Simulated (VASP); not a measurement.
Set up this calculation in VASP 6.6.1, as the native input.

- Task: single point
- Functional: HSE06
- Potentials or basis: VASP PAW PBE potentials, release 64 (Rb_sv, Br)
- Cutoff: 520 eV
- k mesh: 4 × 4 × 4
- Occupations: gaussian, width 0.01 eV
- Spin: no spin polarisation
- Dipole correction: no
- Grid for exact exchange (PRECFOCK): Normal
- Further INCAR settings: ALGO = Normal; EDIFF = 1e-06; NBANDS = 15
- Share of exact exchange: 0.25
- Screening parameter: 0.2079 1/Å

The system is RbBr.

```
CELL_PARAMETERS angstrom
4.02514 0.00000 0.00000
0.00000 4.12793 0.00000
0.00000 0.00000 4.12793
ATOMIC_POSITIONS crystal
Rb 0.00000 0.00000 0.00000
Br 0.50000 0.50000 0.50000
```

This cell differs from its parent crystal: uniaxial x strain -2.5%.

These files were run (other wordings do the same):

POSCAR

```
RbBr
1.0
    4.0251412785      0.0000000000      0.0000000000
    0.0000000000      4.1279266522      0.0000000000
    0.0000000000      0.0000000000      4.1279266522
Rb Br
1 1
Direct
    0.0000000000      0.0000000000      0.0000000000
    0.5000000000      0.5000000000      0.5000000000
```

INCAR.step1

```
SYSTEM = RbBr
ALGO = Normal
EDIFF = 1E-5
ENCUT = 520
GGA = PE
ISIF = 2
ISMEAR = 0
LASPH = .True.
LREAL = .False.
LWAVE = .True.
NBANDS = 15
NELM = 80
PREC = Accurate
SIGMA = 0.01
```

INCAR.step2

```
SYSTEM = RbBr
ALGO = Normal
EDIFF = 1E-6
ENCUT = 520
GGA = PE
HFSCREEN = 0.2079
ISIF = 2
ISMEAR = 0
ISTART = 1
LASPH = .True.
LCHARG = .True.
LELF = .True.
LHFCALC = .True.
LREAL = .False.
LVHAR = .True.
LWAVE = .False.
NBANDS = 15
NELM = 80
PREC = Accurate
PRECFOCK = Normal
SIGMA = 0.01
```

KPOINTS

```
k-points
0
Gamma
  4 4 4
  0 0 0
```

Potentials or basis: VASP PAW PBE potentials, release 64 (Rb_sv, Br).

Launch:

```bash
$ cat potpaw_PBE.64/Rb_sv/POTCAR potpaw_PBE.64/Br/POTCAR > POTCAR
$ cp INCAR.step1 INCAR
$ mpirun -np 1 vasp_std > vasp.out
$ cp INCAR.step2 INCAR
$ mpirun -np 1 vasp_std > vasp.out
```

It gave:

| Item | Value |
| --- | --- |
| Pressure | 0.9 GPa |
| Band gap on the k mesh | 5.27 eV (least direct gap 5.42 eV) |

Caveat: the cell differs from its parent crystal (uniaxial x strain -2.5%); the PAW data sets were made with another functional, which shifts forces and pressure a little.

Run time: 4.7 min on 1 thread of Intel(R) Xeon(R) Platinum 8488C (Sapphire Rapids) (shared host), peak memory 0.29 GiB.
